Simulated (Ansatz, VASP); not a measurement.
**Au in VASP and in Ansatz**

```xyz
3
Lattice="4.5891 0.0000 0.0000 -2.2946 3.9743 0.0000 0.0000 0.0000 2.7425" Properties=species:S:1:pos:R:3 pbc="T T T"
Au   -2.2946    3.9743    0.0000
Au    0.0000    2.6495    1.3713
Au    2.2946    1.3248    1.3713
```

Alike in both runs: task single point; functional PBEsol; k mesh 9 × 9 × 13; occupations fermi-dirac, width 0.1 eV; no spin polarisation.

|  | VASP | Ansatz |
| --- | --- | --- |
| version | VASP 6.6.1 | Ansatz 0.2.0 |
| potentials or method | VASP PAW PBE potentials, release 64 (Au), cutoff 520 eV | plane waves (420 eV) with PAW, scalar-relativistic |
| valence electrons in the cell | 33 | 57 |

VASP gave:

```
pressure (GPa)                                                : 7.2
traceless stress, the component that is largest in VASP (GPa) : -0.55
```

**Question.** Estimate Ansatz's values.

**Answer.** Pressure (GPa): 7.6; traceless stress, the component that is largest in VASP (GPa): -0.56.

VASP's potentials were made for PBE, not for PBEsol, and Ansatz warns of the same on its side. With one functional, cell and mesh, what is left measures potentials, basis and numerics. VASP's potentials hold 33 valence electrons a cell and Ansatz's 57, so a difference there can come from the potentials and not from the codes.

Neither program's run includes spin-orbit coupling.
